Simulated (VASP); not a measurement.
Set up this calculation in VASP 6.6.1, as the native input.

| Quantity | Value |
| --- | --- |
| Task | single point |
| Functional | LDA |
| Potentials or basis | VASP PAW LDA potentials, release 64 (Si, Mo_sv) |
| Cutoff | 520 eV |
| k mesh | 13 × 13 × 13 |
| Occupations | methfessel-paxton, width 0.15 eV |
| Spin | no spin polarisation |
| Dipole correction | no |
| Further INCAR settings | ALGO = Normal; EDIFF = 1e-06; NBANDS = 18 |

The structure of Si2Mo lies in POSCAR:

```
Si2Mo
1.0
   -1.5561421220      1.5561421220      3.8227603815
    1.5561421220     -1.5561421220      3.8227603815
    1.5561421220      1.5561421220     -3.8227603815
Si Mo
2 1
Direct
    0.3330000000      0.3330000000      0.0000000000
    0.6670000000      0.6670000000      0.0000000000
    0.0000000000      0.0000000000      0.0000000000
```

One way to write it, as run:

INCAR

```
PREC = Accurate
ENCUT = 520
EDIFF = 1E-6
ISMEAR = 1
SIGMA = 0.15
LREAL = F
LASPH = T
NELM = 100
ALGO = Normal
ISIF = 2
LWAVE = F
LCHARG = F
NBANDS = 18
```

KPOINTS

```
Automatic mesh
0
Gamma
  13 13 13
```

Potentials or basis: VASP PAW LDA potentials, release 64 (Si, Mo_sv).

Command:

```sh
$ cat potpaw_LDA.64/Si/POTCAR potpaw_LDA.64/Mo_sv/POTCAR > POTCAR
$ mpirun -np 1 vasp_std > vasp.out
```

It gave:

* Pressure: 15.0 GPa
* Largest force: 0.230 eV/Å
* Band gap on the k mesh: zero (band 11 reaches 14.07 eV, above the bottom of band 12 at 13.04 eV)

Run time: 2.5 min on 1 thread of Intel(R) Xeon(R) 6975P-C (Granite Rapids), with other jobs on the host, peak memory 0.26 GiB.
